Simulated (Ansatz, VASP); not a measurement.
# C: VASP beside Ansatz

POSCAR

```
C
1.0
    2.1273203072     -1.2282824400      0.0000000000
    2.1273203072      1.2282824400      0.0000000000
   -1.3790696309      0.0000000000      3.5028300786
C
2
Direct
    0.1666444700      0.1666444700      0.9999069600
    0.8333555300      0.8333555300      0.0000930400
```

Contents of INCAR.step1:

```
PREC = Accurate
ENCUT = 520
EDIFF = 1E-5
ISMEAR = -1
SIGMA = 0.05
LREAL = F
LASPH = T
NELM = 100
ALGO = Normal
ISIF = 2
LWAVE = T
LCHARG = F
GGA = PE
NBANDS = 11
```

INCAR.step2

```
PREC = Accurate
ENCUT = 520
EDIFF = 1E-7
ISMEAR = -1
SIGMA = 0.05
LREAL = F
LASPH = T
NELM = 100
ALGO = Normal
ISIF = 2
LWAVE = F
LCHARG = F
METAGGA = R2SCAN
LHFCALC = T
AEXX = 0.1
LMIXTAU = T
PRECFOCK = Normal
ISTART = 1
NBANDS = 11
```

Contents of KPOINTS:

```
regular mesh
0
Gamma
  7 7 4
```

input.yaml

```yaml
crystal:
  lattice:
    - [2.1273203072, -1.22828244, 0.0]
    - [2.1273203072, 1.22828244, 0.0]
    - [-1.3790696309, 0.0, 3.5028300786]
  atoms:
    - { symbol: C, position: [0.16664447, 0.16664447, 0.99990696] }
    - { symbol: C, position: [0.83335553, 0.83335553, 9.304e-05] }
hamiltonian:
  xc: { exchange: r2scan, correlation: r2scan, exx: { coeff: 0.1 } }
  pseudopotentials: { kind: paw }
kpoints:
  mp_grid: { grid: [7, 7, 4] }
scf:
  occupations: { method: fermi_dirac, width: 0.05 }
output:
  forces: true
  stress: true
  eigenvalues: true
```

Alike in both runs: task single point; functional r2SCAN-based global hybrid with a share of 0.1 of exact exchange; k mesh 7 × 7 × 4; occupations fermi-dirac, width 0.05 eV; no spin polarisation.

```csv
,VASP,Ansatz
version,VASP 6.6.1,Ansatz 0.2.0
potentials or method,"VASP PAW PBE potentials, release 64 (C)",Ansatz PAW
plane-wave cutoff (eV),520,500
valence electrons in the cell,8,8
```

Ansatz gave:

| Property | Result |
| --- | --- |
| gap on the k mesh at the Fermi level (eV) | 2.88 |
| least direct gap on the mesh (eV) | 2.89 |
| pressure (GPa) | -2.0 |
| traceless stress, the component that is largest in VASP (GPa) | 2.40 |
| rms of the force components (eV/Å) | 0.008 |

Task: Estimate VASP's values.

Result: gap on the k mesh at the Fermi level (eV): 2.91; least direct gap on the mesh (eV): 2.92; pressure (GPa): -1.3; traceless stress, the component that is largest in VASP (GPa): 1.61; rms of the force components (eV/Å): 0.008.

VASP's potentials were made for PBE, not for r2SCAN-based global hybrid. Atom by atom the forces differ by 0.000 eV/Å (rms over components).

The k mesh is coarse, so the values compare programs but aren't converged. Noted on Ansatz's run: odd divisions of the mesh miss points on the zone boundary, where band edges often lie, so the gap on the mesh can be too wide.
